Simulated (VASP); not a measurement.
# Ta in VASP: notebook

Ta is run at these levels: PBE; tasks: single point.

Everything below comes from runs of VASP 6.6.1. Logs are shortened: lines on timing, memory, paths and dates and some standing lists are left out, and cuts for length are marked.

## Step 1: The cell of the first run

It takes space group Im-3m (No. 229, cubic). Conventional cell: a = 3.335 Å, b = 3.335 Å, c = 3.335 Å, α = 90.00°, β = 90.00°, γ = 90.00°. Within 3.8 Å of Ta (site symmetry m-3m) lie 14 Ta at 2.89 to 3.34 Å.

## Step 2: Single point, PBE (volume scaled by 1.03)

File INCAR:

```
SYSTEM = Ta
  PREC = Accurate
  ENCUT = 520
  EDIFF = 1E-6
  ISMEAR = -1
  SIGMA = 0.08
  LREAL = .False.
  LASPH = .True.
  NELM = 100
  ALGO = Normal
  ISIF = 2
  LWAVE = .False.
  LCHARG = .True.
  GGA = PE
  LELF = .True.
  LVHAR = .True.
  NBANDS = 12
```

File KPOINTS:

```
Automatic mesh
0
Gamma
  17 17 17
  0 0 0
```

File POSCAR:

```
Ta
1.0
   -1.6676303703      1.6676303703      1.6676303703
    1.6676303703     -1.6676303703      1.6676303703
    1.6676303703      1.6676303703     -1.6676303703
Ta
1
Direct
    0.0000000000      0.0000000000      0.0000000000
```

Potentials or basis: VASP PAW PBE potentials, release 64 (Ta_pv).

The run is started by

```
$ cat potpaw_PBE.64/Ta_pv/POTCAR > POTCAR
$ mpirun -np 1 vasp_std > vasp.out
```

OUTCAR:

```text
SYSTEM = Ta
   PREC = Accurate
   ENCUT = 520
   EDIFF = 1E-6
   ISMEAR = -1
   LREAL = .False.
   LASPH = .True.
   NELM = 100
   ISIF = 2
   GGA = PE

 ion  position               nearest neighbor table
   1  0.000  0.000  0.000-

  LATTYP: Found a body centered cubic cell.
 ALAT       =     3.3352607406

  Lattice vectors:

 A1 = (  -1.6676303703,   1.6676303703,   1.6676303703)
 A2 = (   1.6676303703,  -1.6676303703,   1.6676303703)
 A3 = (   1.6676303703,   1.6676303703,  -1.6676303703)

Analysis of symmetry for initial positions (statically):
=====================================================================
 Subroutine PRICEL returns:
 Original cell was already a primitive cell.

 Routine SETGRP: Setting up the symmetry group for a
 body centered cubic supercell.

 Subroutine GETGRP returns: Found 48 space group operations
[... 9 lines left out ...]

 Routine SETGRP: Setting up the symmetry group for a
 body centered cubic supercell.

 Subroutine GETGRP returns: Found 48 space group operations
[... 11 lines left out ...]
                                     Primitive cell

  volume of cell :      18.5507

  direct lattice vectors                    reciprocal lattice vectors
    -1.667630370  1.667630370  1.667630370     0.000000000  0.299826634  0.299826634
     1.667630370 -1.667630370  1.667630370     0.299826634  0.000000000  0.299826634
     1.667630370  1.667630370 -1.667630370     0.299826634  0.299826634  0.000000000

  length of vectors
     2.888420530  2.888420530  2.888420530     0.424018892  0.424018892  0.424018892

  position of ions in fractional coordinates (direct lattice)
     0.000000000  0.000000000  0.000000000

  ion indices of the primitive-cell ions
   primitive index   ion index
                 1           1

----------------------------------------------------------------------------------------

 KPOINTS: Automatic mesh

Automatic generation of k-mesh.
 Grid dimensions read from file:
 generate k-points for:   17   17   17

 Generating k-lattice:

  Cartesian coordinates                     Fractional coordinates (reciprocal lattice)
     0.000000000  0.017636861  0.017636861     0.058823529  0.000000000  0.000000000
     0.017636861  0.000000000  0.017636861     0.000000000  0.058823529  0.000000000
     0.017636861  0.017636861  0.000000000     0.000000000  0.000000000  0.058823529

  Length of vectors
     0.024942288  0.024942288  0.024942288

  Shift w.r.t. Gamma in fractional coordinates (k-lattice)
     0.000000000  0.000000000  0.000000000

 Subroutine IBZKPT returns following result:
 ===========================================

 Found    165 irreducible k-points:

 Following reciprocal coordinates:
            Coordinates               Weight
  0.000000  0.000000  0.000000      1.000000
  0.058824  0.000000  0.000000     12.000000
  0.117647  0.000000  0.000000     12.000000
  0.176471  0.000000  0.000000     12.000000
  0.235294  0.000000  0.000000     12.000000
  0.294118  0.000000  0.000000     12.000000
[... 16 lines left out ...]
  0.411765  0.117647  0.000000     48.000000
  0.176471  0.176471  0.000000     24.000000
 [... further k-points ...]
   k-points           NKPTS =    165   k-points in BZ     NKDIM =    165   number of bands    NBANDS=     12
   number of dos      NEDOS =    301   number of ions     NIONS =      1
   total plane-waves  NPLWV =  13824
   dimension x,y,z NGX =    24 NGY =   24 NGZ =   24
   dimension x,y,z NGXF=    48 NGYF=   48 NGZF=   48
   ions per type =               1
   NGX,Y,Z   is equivalent  to a cutoff of  13.81, 13.81, 13.81 a.u.
   NGXF,Y,Z  is equivalent  to a cutoff of  27.63, 27.63, 27.63 a.u.
 SYSTEM =  Ta
   PREC   = accura    normal or accurate (medium, high low for compatibility)
   ISTART =      0    job   : 0-new  1-cont  2-samecut
   ICHARG =      2    charge: 1-file 2-atom 10-const
   ISPIN  =      1    spin polarized calculation?
   LNONCOLLINEAR =      F non collinear calculations
   LSORBIT =      F    spin-orbit coupling
   LASPH  =      T    aspherical Exc in radial PAW
   ENCUT  =  520.0 eV  38.22 Ry    6.18 a.u.   5.37  5.37  5.37*2*pi/ulx,y,z
   NELM   =    100;   NELMIN=  2; NELMDL= -5     # of ELM steps
   EDIFF  = 0.1E-05   stopping-criterion for ELM
   LREAL  =      F    real-space projection
   EDIFFG = 0.1E-04   stopping-criterion for IOM
   NSW    =      0    number of steps for IOM
   IBRION =     -1    ionic relax: 0-MD 1-quasi-New 2-CG
   NFREE  =      0    steps in history (QN), initial steepest desc. (CG)
   ISIF   =      2    stress and relaxation
   ISYM   =      2    0-nonsym 1-usesym 2-fastsym
   POTIM  = 0.5000    time-step for ionic-motion
   TEBEG  =    0.0;   TEEND  =   0.0 temperature during run
   PSTRESS=    0.0 pullay stress
   NELECT =      11.0000    total number of electrons
   NUPDOWN=      -1.0000    fix difference up-down
   EMIN   =  10.00;   EMAX   =-10.00  energy-range for DOS
   EFERMI =   0.00;   METHOD = LEGACY
   ISMEAR =    -1;   SIGMA  =   0.08  broadening in eV -4-tet -1-fermi 0-gaus
   EFERMI_NEDOS =   21; number of points for ismear=-14 and -15
   IALGO  =     38    algorithm
   IMIX   =      4    mixing-type and parameters
     AMIX     =   0.40;   BMIX     =  1.00
     AMIX_MAG =   1.60;   BMIX_MAG =  1.00
  volume/ion in A,a.u.               =      18.55       125.19
  Fermi-wavevector in a.u.,A,eV,Ry     =   1.375369  2.599071 25.737327  1.891640
  Thomas-Fermi vector in A             =   2.500711
   LORBIT       =      0    0 simple, 1 ext, 2 COOP (PROOUT), +10 PAW based schemes
   GGA     = PE    functional components
   LHFCALC =     F    Hartree Fock is set to
   AEXX    =    0.0000 exact exchange contribution
   IVDW    =     0    specifies the selected vdW correction
   LEPSILON=     F    determine dielectric tensor
   LRPA    =     F    only Hartree local field effects (RPA)
 non-spin polarized calculation
  energy-cutoff  :      520.00
  volume of cell :       18.55
 maximum number of plane-waves:       531
 NGX is ok and might be reduce to    24
   NGX = 11   NGY = 11   NGZ = 11

 number of electron      10.9999999 magnetization

 Free energy of the ion-electron system (eV)
  ---------------------------------------------------
  ext. energy  EPLUGINS =         0.00000000
  ---------------------------------------------------
  free energy    TOTEN  =       -11.82537111 eV

  energy without entropy =      -11.79686280  energy(sigma->0) =      -11.81111696

 E-fermi :   5.2601     XC(G=0): -12.4680

 val. band max:        5.2577534737   @ k =  -0.1765   0.2353   0.0588
 cond. band min:       5.2609168025   @ k =   0.3529   0.1765   0.0000
 fundamental gap:      0.0031633288
 Fermi energy:         5.2601009303

 k-point     1 :       0.0000    0.0000    0.0000
  band No.  band energies     occupation
      1     -27.9383      2.00000
      2     -27.9383      2.00000
      3     -27.9383      2.00000
      4      -2.5522      2.00000
      5       5.9833      0.00024
      6       5.9833      0.00024
      7       5.9833      0.00024
      8       9.1527      0.00000
      9       9.1527      0.00000
     10      19.8457      0.00000
     11      20.1216      0.00000
     12      20.1216      0.00000

 k-point     2 :       0.0588    0.0000    0.0000
  band No.  band energies     occupation
      1     -27.9772      2.00000
      2     -27.9504      2.00000
      3     -27.9385      2.00000
      4      -2.4026      2.00000
      5       5.8863      0.00080
      6       5.9557      0.00033
      7       6.1292      0.00004
      8       8.9957      0.00000
      9       9.1532      0.00000
     10      19.8458      0.00000
     11      20.2554      0.00000
     12      20.3846      0.00000

 k-point     3 :       0.1176    0.0000    0.0000
  band No.  band energies     occupation
      1     -28.0874      2.00000
      2     -27.9848      2.00000
      3     -27.9390      2.00000
      4      -1.9706      2.00000
      5       5.6216      0.02157
      6       5.8358      0.00150
      7       6.5618      0.00000
      8       8.6792      0.00000
      9       9.1636      0.00000
     10      19.8454      0.00000
     11      20.5782      0.00000
     12      21.1447      0.00000

 k-point     4 :       0.1765    0.0000    0.0000
  band No.  band energies     occupation
      1     -28.2509      2.00000
      2     -28.0365      2.00000
      3     -27.9398      2.00000
      4      -1.3085      2.00000
      5       5.2518      1.05179
      6       5.5705      0.04046
      7       7.2658      0.00000
      8       8.4881      0.00000
      9       9.2052      0.00000
     10      19.8445      0.00000
     11      20.7902      0.00000
     12      22.3308      0.00000

 k-point     5 :       0.2353    0.0000    0.0000
  band No.  band energies     occupation
      1     -28.4427      2.00000
      2     -28.0982      2.00000
      3     -27.9408      2.00000
      4      -0.5168      2.00000
      5       4.8468      1.98865
      6       5.2444      1.09804
      7       8.2136      0.00000
      8       8.5398      0.00000
      9       9.2991      0.00000
     10      19.8420      0.00000
     11      20.4093      0.00000
     12      21.8897      0.00000
[... 228 lines left out ...]
      1     -28.7936      2.00000
      2     -28.2458      2.00000
      3     -27.9927      2.00000
      4       1.1622      2.00000
      5       4.1580      2.00000
      6       4.9444      1.96210
      7       8.6691      0.00000
      8       9.8932      0.00000
      9      11.2108      0.00000
     10      18.0345      0.00000
     11      19.5083      0.00000
     12      19.8640      0.00000

 k-point    22 :       0.3529    0.1176    0.0000
  band No.  band energies     occupation
      1     -28.8958      2.00000
      2     -28.2985      2.00000
      3     -27.9946      2.00000
      4       1.3846      2.00000
      5       3.9732      2.00000
      6       5.4627      0.14726
      7       8.8690      0.00000
      8      10.0315      0.00000
      9      12.4045      0.00000
     10      16.8107      0.00000
     11      18.4692      0.00000
     12      19.8531      0.00000

 k-point    23 :       0.4118    0.1176    0.0000
  band No.  band energies     occupation
      1     -28.9499      2.00000
      2     -28.3269      2.00000
      3     -27.9956      2.00000
      4       1.4290      2.00000
      5       3.8786      2.00000
      6       5.9568      0.00033
      7       8.8640      0.00000
      8      10.2208      0.00000
      9      13.2086      0.00000
     10      15.9617      0.00000
     11      17.9584      0.00000
     12      19.8519      0.00000

 k-point    24 :       0.1765    0.1765    0.0000
  band No.  band energies     occupation
      1     -28.6255      2.00000
      2     -28.1665      2.00000
      3     -28.0090      2.00000
      4       0.6283      2.00000
      5       4.4473      1.99992
      6       4.7023      1.99813
      7       8.2247      0.00000
      8       9.7913      0.00000
      9       9.9390      0.00000
     10      19.5386      0.00000
     11      19.8714      0.00000
     12      21.6563      0.00000

 [... further k-points ...]
[... 5 lines left out ...]
  --------------------------------------------------------------------------------------
  -------------------------------------------------------------------------------------
  Total       -0.3004628     -0.3004628     -0.3004628     -0.0000000     -0.0000000      0.0000000
  in kB      -25.9502680    -25.9502680    -25.9502680     -0.0000000     -0.0000000      0.0000000
  external PRESSURE =     -25.9502680 kB  Pullay stress =       0.0000000 kB

 VOLUME and BASIS-vectors are now :
 -----------------------------------------------------------------------------
  energy-cutoff  :      520.00
  volume of cell :       18.55
      direct lattice vectors                 reciprocal lattice vectors
    -1.667630370  1.667630370  1.667630370     0.000000000  0.299826634  0.299826634
     1.667630370 -1.667630370  1.667630370     0.299826634  0.000000000  0.299826634
     1.667630370  1.667630370 -1.667630370     0.299826634  0.299826634  0.000000000

 POSITION                                       TOTAL-FORCE (eV/Angst)
 -----------------------------------------------------------------------------------
      0.00000      0.00000      0.00000        -0.000000     -0.000000      0.000000
 -----------------------------------------------------------------------------------
    total drift:                               -0.000000      0.000000      0.000000

  FREE ENERGIE OF THE ION-ELECTRON SYSTEM (eV)
  ---------------------------------------------------
  free  energy   TOTEN  =       -11.8253711100 eV

  energy  without entropy=      -11.7968628036  energy(sigma->0) =      -11.81111696
```

Wall time 68 s (1 thread of AMD EPYC 7R13, shared host); peak memory 0.13 GiB.

Results:

| Item | Value |
| --- | --- |
| Free energy | -11.8254 eV |
| Pressure | -2.6 GPa |

Levels at points of the mesh, in eV from the Fermi level:
```
           k point  band 2  band 3  band 4  band 5  band 6  band 7  band 8  band 9  band 10  band 11
(0.00, 0.00, 0.00)  -33.20  -33.20   -7.81    0.72    0.72    0.72    3.89    3.89    14.59    14.86
```

Caveat: spin-orbit coupling is left out, which moves the levels of the heavy elements.

(Continued in part 2 of 2.)
